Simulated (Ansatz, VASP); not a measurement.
**GaN: VASP beside Ansatz**

File POSCAR:

```
GaN
1.0
    0.0000000000      2.1085152343      2.1296003866
    2.1085152343      0.0000000000      2.1296003866
    2.1085152343      2.1085152343      0.0000000000
Ga N
1 1
Direct
    0.0000000000      0.0000000000      0.0000000000
    0.5000000000      0.5000000000      0.5000000000
```

INCAR.step1

```
PREC = Accurate
ENCUT = 910
ISMEAR = 0
SIGMA = 0.01
LREAL = False
LASPH = True
NELM = 120
NBANDS = 16
GGA = PE
ALGO = Normal
EDIFF = 1E-5
LWAVE = True
LCHARG = False
GGA_COMPAT = False
```

The input INCAR.step2:

```
PREC = Accurate
ENCUT = 910
EDIFF = 1E-6
ISMEAR = 0
SIGMA = 0.01
LREAL = False
LASPH = True
NELM = 120
ALGO = Normal
ISIF = 2
LWAVE = False
LCHARG = False
METAGGA = R2SCAN
LMIXTAU = True
NBANDS = 16
ISTART = 1
GGA_COMPAT = False
```

File KPOINTS:

```
regular mesh
0
Gamma
  10 10 10
```

Input for Ansatz:

```yaml
crystal:
  lattice:
    - [0.0, 2.1085152343, 2.1296003866]
    - [2.1085152343, 0.0, 2.1296003866]
    - [2.1085152343, 2.1085152343, 0.0]
  atoms:
    - { symbol: Ga, position: [0.0, 0.0, 0.0] }
    - { symbol: "N", position: [0.5, 0.5, 0.5] }
kpoints:
  mp_grid: { grid: [10, 10, 10] }
  band_path:
    path:
      - [0.0, 0.0, 0.0]
      - [0.5, 0.0, 0.5]
      - [0.625, 0.25, 0.625]
      - [0.375, 0.375, 0.75]
      - [0.5, 0.5, 0.5]
      - [0.5, 0.25, 0.75]
      - [0.179687, 0.179688, 0.359375]
      - [0.0, 0.5, 0.5]
    npoints: 1
hamiltonian:
  xc: r2scan
scf:
  occupations: { method: fixed }
  n_extra_bands: 4
output:
  forces: true
  stress: true
  eigenvalues: true
```

Change from the starting cell: uniaxial_z strain +1.0%.

Alike in both runs: task single point; functional r2SCAN; k mesh 10 × 10 × 10; no spin polarisation.

```csv
,VASP,Ansatz
version,VASP 6.6.1,Ansatz 0.2.0
potentials or method,"VASP PAW PBE potentials, release 64 (Ga_d, N_h)","plane waves, PAW"
plane-wave cutoff (eV),910,500
occupations,"gaussian, width 0.01 eV",fixed
valence electrons in the cell,18,18
```

|  | VASP | Ansatz | Ansatz less VASP |
| --- | --- | --- | --- |
| gap on the k mesh at the Fermi level (eV) | 1.06 | 1.08 | +0.022 |

VASP's potentials were made for PBE, not for r2SCAN.

Noted on VASP's run: the cutoff is short for stress, so the pressure is rough.
